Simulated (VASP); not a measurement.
Wanted: the native input for a VASP 6.6.1 run.

```
Task                   : single point
Functional             : PBE
Potentials or basis    : VASP PAW PBE potentials, release 64 (B, P)
Cutoff                 : 500 eV
k mesh                 : 6 × 6 × 5
Occupations            : gaussian, width 0.2 eV
Spin                   : no spin polarisation
Dipole correction      : no
Further INCAR settings : ALGO = Normal; EDIFF = 1e-06; NBANDS = 14
```

The structure of BP2 lies in POSCAR:

```
BP2
1.0
    4.0887784212     -0.0000000034      0.0000000000
   -2.0443892077      3.5409859849      0.0000000000
    0.0000000000      0.0000000000      2.4971468186
B P
1 2
Direct
    0.0000000000      0.0000000000      0.0000000000
    0.3333333333      0.6666666667      0.5000000000
    0.6666666667      0.3333333333      0.5000000000
```

One way to write it, as run:

INCAR

```
SYSTEM = BP2
  ALGO = Normal
  EDIFF = 1E-6
  ENCUT = 500
  GGA = PE
  GGA_COMPAT = .False.
  ISIF = 2
  ISMEAR = 0
  LASPH = .True.
  LCHARG = .False.
  LREAL = .False.
  LWAVE = .False.
  NBANDS = 14
  NELM = 120
  PREC = Accurate
  SIGMA = 0.2
```

KPOINTS

```
k-points
0
Gamma
  6 6 5
  0 0 0
```

Potentials or basis: VASP PAW PBE potentials, release 64 (B, P).

Command:

```sh
$ cat potpaw_PBE.64/B/POTCAR potpaw_PBE.64/P/POTCAR > POTCAR
$ mpirun -np 1 vasp_std > vasp.out
```

It gave:

| Quantity | Value |
| --- | --- |
| Pressure | -0.2 GPa |

Caveat: the k points lie up to 0.50 Å⁻¹ apart.

Wall time 12 s on 1 thread of Intel Xeon 8259CL, with other jobs on the host, peak memory 0.14 GiB.
